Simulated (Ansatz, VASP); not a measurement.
C in VASP and in Ansatz

File INCAR:

```
SYSTEM = C
PREC     = Accurate       ! precision mode
ENCUT    = 1300           ! plane-wave cutoff, eV
EDIFF    = 1E-6           ! SCF threshold, eV
ISMEAR   = 0              ! smearing method
SIGMA    = 0.05           ! smearing width, eV
LREAL    = .FALSE.        ! projectors in reciprocal space
LASPH    = .TRUE.         ! aspherical terms in the spheres
NELM     = 120            ! most SCF steps
ALGO     = Normal         ! electronic algorithm
ISIF     = 2              ! what is computed and relaxed
LWAVE    = .FALSE.        ! write WAVECAR
LCHARG   = .TRUE.         ! write CHGCAR
GGA      = CA             ! functional
LELF     = .TRUE.         ! ELF
LVHAR    = .TRUE.       
NBANDS   = 11             ! bands
GGA_COMPAT= .FALSE.
```

Contents of KPOINTS:

```
Automatic mesh
0
G
  12 12 12
  0 0 0
```

POSCAR

```
C
1.0
    0.0000000000      1.9798697320      1.7348691297
    1.5825714580      0.0000000000      1.7348691297
    1.5825714580      1.9798697320      0.0000000000
C
2
Direct
    0.5000000000      0.5000000000      0.5000000000
    0.7500000000      0.7500000000      0.7500000000
```

Input for Ansatz:

```yaml
crystal:
  lattice:
    - [0.0, 1.979869732, 1.7348691297]
    - [1.582571458, 0.0, 1.7348691297]
    - [1.582571458, 1.979869732, 0.0]
  atoms:
    - { symbol: C, position: [0.5, 0.5, 0.5] }
    - { symbol: C, position: [0.75, 0.75, 0.75] }
basis:
  ecutwfc: 520.0
kpoints:
  mp_grid: { grid: [12, 12, 12] }
hamiltonian:
  xc: lda
  pseudopotentials: { kind: paw, azcp: { folder: soft_1 } }
scf:
  occupations: { method: gaussian, width: 0.05 }
output:
  forces: true
  stress: true
  eigenvalues: true
```

Change from the starting cell: strain +e along x and -e along y -0.1125, strain +e along z and -e/2 along x and y -0.0175.

Alike in both runs: task single point; functional LDA; k mesh 12 × 12 × 12; occupations gaussian, width 0.05 eV; no spin polarisation.

|  | VASP | Ansatz |
| --- | --- | --- |
| version | VASP 6.6.1 | Ansatz 0.2.0 |
| potentials or method | VASP PAW LDA potentials, release 64 (C_h), cutoff 1300 eV | scalar-relativistic, plane waves, PAW |
| valence electrons in the cell | 8 | 8 |

Ansatz gave:

```
gap on the k mesh at the Fermi level (eV)                     : 0.34
least direct gap on the mesh (eV)                             : 3.21
pressure (GPa)                                                : 6.9
traceless stress, the component that is largest in VASP (GPa) : -130.08
```

Problem. Which values does VASP return?

Solution. gap on the k mesh at the Fermi level (eV): 0.33; least direct gap on the mesh (eV): 3.21; pressure (GPa): 7.9; traceless stress, the component that is largest in VASP (GPa): -130.01.

Ansatz warns that its potentials were made for another functional, while VASP's fit it. LDA's correlation is that of Perdew and Zunger in VASP and of Perdew and Wang (1992) in Ansatz.
